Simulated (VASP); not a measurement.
# Ni3Pt (Pm-3m) in VASP: further runs

Ni3Pt is run at these levels: LDA; tasks: single point.

Everything below comes from runs of VASP 6.6.1. Logs are shortened: lines on timing, memory, paths and dates and some standing lists are left out, and cuts for length are marked.

## (1) The cell of the first run

It takes space group Pm-3m (No. 221, cubic). The conventional cell has a = 3.696 Å, b = 3.696 Å, c = 3.696 Å, α = 90.00°, β = 90.00°, γ = 90.00°. Ni (site symmetry 4/mmm) has 8 Ni at 2.61 Å and 4 Pt at 2.61 Å within 3.4 Å. Within 3.4 Å of Pt (site symmetry m-3m) lie 12 Ni at 2.61 Å.

## (2) Single point, LDA (volume scaled by 1.06)

Contents of INCAR:

```
  PREC = Accurate
  ENCUT = 520
  EDIFF = 1E-6
  ISMEAR = -1
  SIGMA = 0.05
  LREAL = F
  LASPH = T
  NELM = 60
  ALGO = Normal
  ISIF = 2
  LWAVE = F
  LCHARG = T
  LELF = T
  LVHAR = T
  NBANDS = 28
```

Contents of KPOINTS:

```
regular mesh
0
Gamma
  9 9 9
```

Contents of POSCAR:

```
Ni3Pt
1.0
    3.6956547748      0.0000000000      0.0000000000
    0.0000000000      3.6956547748      0.0000000000
    0.0000000000      0.0000000000      3.6956547748
Ni Pt
3 1
Direct
    0.5000000000      0.0000000000      0.5000000000
    0.0000000000      0.5000000000      0.5000000000
    0.5000000000      0.5000000000      0.0000000000
    0.0000000000      0.0000000000      0.0000000000
```

Potentials or basis: VASP PAW LDA potentials, release 64 (Ni, Pt).

Started as:

```sh
$ cat potpaw_LDA.64/Ni/POTCAR potpaw_LDA.64/Pt/POTCAR > POTCAR
$ mpirun -np 1 vasp_std > vasp.out
```

OUTCAR:

```text
PREC = Accurate
   ENCUT = 520
   EDIFF = 1E-6
   ISMEAR = -1
   LREAL = F
   LASPH = T
   NELM = 60
   ISIF = 2

 ion  position               nearest neighbor table
   1  0.500  0.000  0.500-   2 2.61   3 2.61   4 2.61   3 2.61   4 2.61   2 2.61   3 2.61   3 2.61
                             2 2.61   4 2.61   4 2.61   2 2.61
   2  0.000  0.500  0.500-   1 2.61   3 2.61   4 2.61   3 2.61   4 2.61   1 2.61   4 2.61   4 2.61
                             1 2.61   3 2.61   3 2.61   1 2.61
   3  0.500  0.500  0.000-   1 2.61   2 2.61   4 2.61   1 2.61   2 2.61   1 2.61   4 2.61   1 2.61
                             2 2.61   4 2.61   2 2.61   4 2.61
   4  0.000  0.000  0.000-   1 2.61   2 2.61   3 2.61   1 2.61   2 2.61   2 2.61   3 2.61   2 2.61
                             1 2.61   3 2.61   1 2.61   3 2.61

  LATTYP: Found a simple cubic cell.
 ALAT       =     3.6956547748

  Lattice vectors:

 A1 = (   3.6956547748,   0.0000000000,   0.0000000000)
 A2 = (   0.0000000000,   3.6956547748,   0.0000000000)
 A3 = (   0.0000000000,   0.0000000000,   3.6956547748)

Analysis of symmetry for initial positions (statically):
=====================================================================
 Subroutine PRICEL returns:
 Original cell was already a primitive cell.

 Routine SETGRP: Setting up the symmetry group for a
 simple cubic supercell.

 Subroutine GETGRP returns: Found 48 space group operations
 (whereof 48 operations were pure point group operations)
 out of a pool of 48 trial point group operations.

The static configuration has the point symmetry O_h .

Analysis of symmetry for dynamics (positions and initial velocities):
=====================================================================
 Subroutine PRICEL returns:
 Original cell was already a primitive cell.

 Routine SETGRP: Setting up the symmetry group for a
 simple cubic supercell.

 Subroutine GETGRP returns: Found 48 space group operations
 (whereof 48 operations were pure point group operations)
 out of a pool of 48 trial point group operations.

The dynamic configuration has the point symmetry O_h .

 Subroutine INISYM returns: Found 48 space group operations
 (whereof 48 operations are pure point group operations),
 and found     1 'primitive' translations

----------------------------------------------------------------------------------------

                                     Primitive cell

  volume of cell :      50.4748

  direct lattice vectors                    reciprocal lattice vectors
     3.695654775  0.000000000  0.000000000     0.270588045  0.000000000  0.000000000
     0.000000000  3.695654775  0.000000000     0.000000000  0.270588045  0.000000000
     0.000000000  0.000000000  3.695654775     0.000000000  0.000000000  0.270588045

  length of vectors
     3.695654775  3.695654775  3.695654775     0.270588045  0.270588045  0.270588045

  position of ions in fractional coordinates (direct lattice)
     0.500000000  0.000000000  0.500000000
     0.000000000  0.500000000  0.500000000
     0.500000000  0.500000000  0.000000000
     0.000000000  0.000000000  0.000000000

  ion indices of the primitive-cell ions
   primitive index   ion index
                 1           1
                 2           2
                 3           3
                 4           4

----------------------------------------------------------------------------------------

 KPOINTS: regular mesh

Automatic generation of k-mesh.
 Grid dimensions read from file:
 generate k-points for:    9    9    9

 Generating k-lattice:

  Cartesian coordinates                     Fractional coordinates (reciprocal lattice)
     0.030065338  0.000000000  0.000000000     0.111111111  0.000000000  0.000000000
     0.000000000  0.030065338  0.000000000     0.000000000  0.111111111  0.000000000
     0.000000000  0.000000000  0.030065338     0.000000000  0.000000000  0.111111111

  Length of vectors
     0.030065338  0.030065338  0.030065338

  Shift w.r.t. Gamma in fractional coordinates (k-lattice)
     0.000000000  0.000000000  0.000000000

 Subroutine IBZKPT returns following result:
 ===========================================

 Found     35 irreducible k-points:

 Following reciprocal coordinates:
            Coordinates               Weight
  0.000000  0.000000  0.000000      1.000000
  0.111111  0.000000  0.000000      6.000000
  0.222222  0.000000  0.000000      6.000000
  0.333333  0.000000  0.000000      6.000000
  0.444444  0.000000  0.000000      6.000000
  0.111111  0.111111  0.000000     12.000000
[... 16 lines left out ...]
  0.333333  0.333333  0.111111     24.000000
  0.444444  0.333333  0.111111     48.000000
 [... further k-points ...]
   k-points           NKPTS =     35   k-points in BZ     NKDIM =     35   number of bands    NBANDS=     28
   number of dos      NEDOS =    301   number of ions     NIONS =      4
   total plane-waves  NPLWV =  21952
   dimension x,y,z NGX =    28 NGY =   28 NGZ =   28
   dimension x,y,z NGXF=    56 NGYF=   56 NGZF=   56
   ions per type =               3   1
   NGX,Y,Z   is equivalent  to a cutoff of  12.60, 12.60, 12.60 a.u.
   NGXF,Y,Z  is equivalent  to a cutoff of  25.19, 25.19, 25.19 a.u.
 SYSTEM =  unknown system
   PREC   = accura    normal or accurate (medium, high low for compatibility)
   ISTART =      0    job   : 0-new  1-cont  2-samecut
   ICHARG =      2    charge: 1-file 2-atom 10-const
   ISPIN  =      1    spin polarized calculation?
   LNONCOLLINEAR =      F non collinear calculations
   LSORBIT =      F    spin-orbit coupling
   LASPH  =      T    aspherical Exc in radial PAW
   ENCUT  =  520.0 eV  38.22 Ry    6.18 a.u.   6.87  6.87  6.87*2*pi/ulx,y,z
   NELM   =     60;   NELMIN=  2; NELMDL= -5     # of ELM steps
   EDIFF  = 0.1E-05   stopping-criterion for ELM
   LREAL  =      F    real-space projection
   EDIFFG = 0.1E-04   stopping-criterion for IOM
   NSW    =      0    number of steps for IOM
   IBRION =     -1    ionic relax: 0-MD 1-quasi-New 2-CG
   NFREE  =      0    steps in history (QN), initial steepest desc. (CG)
   ISIF   =      2    stress and relaxation
   ISYM   =      2    0-nonsym 1-usesym 2-fastsym
   POTIM  = 0.5000    time-step for ionic-motion
   TEBEG  =    0.0;   TEEND  =   0.0 temperature during run
   PSTRESS=    0.0 pullay stress
   NELECT =      40.0000    total number of electrons
   NUPDOWN=      -1.0000    fix difference up-down
   EMIN   =  10.00;   EMAX   =-10.00  energy-range for DOS
   EFERMI =   0.00;   METHOD = LEGACY
   ISMEAR =    -1;   SIGMA  =   0.05  broadening in eV -4-tet -1-fermi 0-gaus
   EFERMI_NEDOS =   21; number of points for ismear=-14 and -15
   IALGO  =     38    algorithm
   IMIX   =      4    mixing-type and parameters
     AMIX     =   0.40;   BMIX     =  1.00
     AMIX_MAG =   1.60;   BMIX_MAG =  1.00
  volume/ion in A,a.u.               =      12.62        85.16
  Fermi-wavevector in a.u.,A,eV,Ry     =   1.514968  2.862874 31.227109  2.295128
  Thomas-Fermi vector in A             =   2.624555
   LORBIT       =      0    0 simple, 1 ext, 2 COOP (PROOUT), +10 PAW based schemes
   GGA     = CA    functional components
   LHFCALC =     F    Hartree Fock is set to
   AEXX    =    0.0000 exact exchange contribution
   IVDW    =     0    specifies the selected vdW correction
   LEPSILON=     F    determine dielectric tensor
   LRPA    =     F    only Hartree local field effects (RPA)
 non-spin polarized calculation
  energy-cutoff  :      520.00
  volume of cell :       50.47
 maximum number of plane-waves:      1377
 NGX is ok and might be reduce to    28
   NGX = 13   NGY = 13   NGZ = 13

 number of electron      39.9999944 magnetization

 Free energy of the ion-electron system (eV)
  ---------------------------------------------------
  ext. energy  EPLUGINS =         0.00000000
  ---------------------------------------------------
  free energy    TOTEN  =       -27.03619140 eV

  energy without entropy =      -26.94385119  energy(sigma->0) =      -26.99002129

 E-fermi :   8.7662     XC(G=0): -13.2986

 val. band max:        8.7654170484   @ k =   0.3333   0.2222   0.1111
 cond. band min:       8.7752276545   @ k =   0.1111   0.0000   0.0000
 fundamental gap:      0.0098106061
 Fermi energy:         8.7662493061

 k-point     1 :       0.0000    0.0000    0.0000
  band No.  band energies     occupation
      1      -0.1191      2.00000
      2       3.3921      2.00000
      3       3.3921      2.00000
      4       4.3311      2.00000
      5       4.3311      2.00000
      6       4.3311      2.00000
[... 20 lines left out ...]
     27      18.6538      0.00000
     28      21.0335      0.00000

 k-point     2 :       0.1111    0.0000    0.0000
  band No.  band energies     occupation
      1       0.0374      2.00000
      2       3.4626      2.00000
      3       3.4740      2.00000
      4       4.3729      2.00000
      5       4.3844      2.00000
      6       4.3844      2.00000
[... 20 lines left out ...]
     27      19.2857      0.00000
     28      20.9315      0.00000

 k-point     3 :       0.2222    0.0000    0.0000
  band No.  band energies     occupation
      1       0.4926      2.00000
      2       3.6533      2.00000
      3       3.6618      2.00000
      4       4.4881      2.00000
      5       4.5399      2.00000
      6       4.5399      2.00000
[... 20 lines left out ...]
     27      20.2977      0.00000
     28      20.2977      0.00000

 k-point     4 :       0.3333    0.0000    0.0000
  band No.  band energies     occupation
      1       1.1922      2.00000
      2       3.7287      2.00000
      3       3.8975      2.00000
      4       4.6410      2.00000
      5       4.7746      2.00000
      6       4.7746      2.00000
[... 578 lines left out ...]
     27      20.0259      0.00000
     28      21.1558      0.00000

 k-point    23 :       0.3333    0.3333    0.1111
  band No.  band energies     occupation
      1       2.4546      2.00000
      2       3.9842      2.00000
      3       4.3905      2.00000
      4       4.7873      2.00000
      5       5.0980      2.00000
      6       5.1198      2.00000
[... 20 lines left out ...]
     27      18.8354      0.00000
     28      20.0645      0.00000

 k-point    24 :       0.4444    0.3333    0.1111
  band No.  band energies     occupation
      1       3.1171      2.00000
      2       3.7043      2.00000
      3       4.4826      2.00000
      4       4.7512      2.00000
      5       5.0599      2.00000
      6       5.5410      2.00000
[... 20 lines left out ...]
     27      19.6321      0.00000
     28      20.3999      0.00000

 [... further k-points ...]

------------------------ aborting loop because EDIFF is reached ----------------------------------------

  FORCE on cell =-STRESS in cart. coord.  units (eV):
  Direction    XX          YY          ZZ          XY          YZ          ZX
  --------------------------------------------------------------------------------------
  -------------------------------------------------------------------------------------
  Total       -7.1898030     -7.1898030     -7.1898030      0.0000000      0.0000000      0.0000000
  in kB     -228.2198350   -228.2198350   -228.2198350      0.0000000      0.0000000      0.0000000
  external PRESSURE =    -228.2198350 kB  Pullay stress =       0.0000000 kB

 VOLUME and BASIS-vectors are now :
 -----------------------------------------------------------------------------
  energy-cutoff  :      520.00
  volume of cell :       50.47
      direct lattice vectors                 reciprocal lattice vectors
     3.695654775  0.000000000  0.000000000     0.270588045  0.000000000  0.000000000
     0.000000000  3.695654775  0.000000000     0.000000000  0.270588045  0.000000000
     0.000000000  0.000000000  3.695654775     0.000000000  0.000000000  0.270588045

 POSITION                                       TOTAL-FORCE (eV/Angst)
 -----------------------------------------------------------------------------------
      1.84783      0.00000      1.84783         0.000000      0.000000      0.000000
      0.00000      1.84783      1.84783         0.000000      0.000000      0.000000
      1.84783      1.84783      0.00000         0.000000      0.000000      0.000000
      0.00000      0.00000      0.00000         0.000000      0.000000      0.000000
 -----------------------------------------------------------------------------------
    total drift:                                0.000000      0.000000      0.000000

  FREE ENERGIE OF THE ION-ELECTRON SYSTEM (eV)
  ---------------------------------------------------
  free  energy   TOTEN  =       -27.0361913951 eV

  energy  without entropy=      -26.9438511911  energy(sigma->0) =      -26.99002129
```

Wall time 42 s (1 thread of Intel Xeon Platinum 8488C (Sapphire Rapids), shared host); peak memory 0.16 GiB.

Results:

| Item | Value |
| --- | --- |
| Free energy | -27.0362 eV |
| Pressure | -22.8 GPa |
| Band gap on the k mesh | zero (band 20 reaches 9.19 eV, above the bottom of band 21 at 8.57 eV) |

Caveat: spin-orbit coupling is left out, which moves the levels of the heavy elements. Spin polarisation is off, so any magnetic state and its effect on volume and gap are missing.

(Part 1 of 2 ends here.)
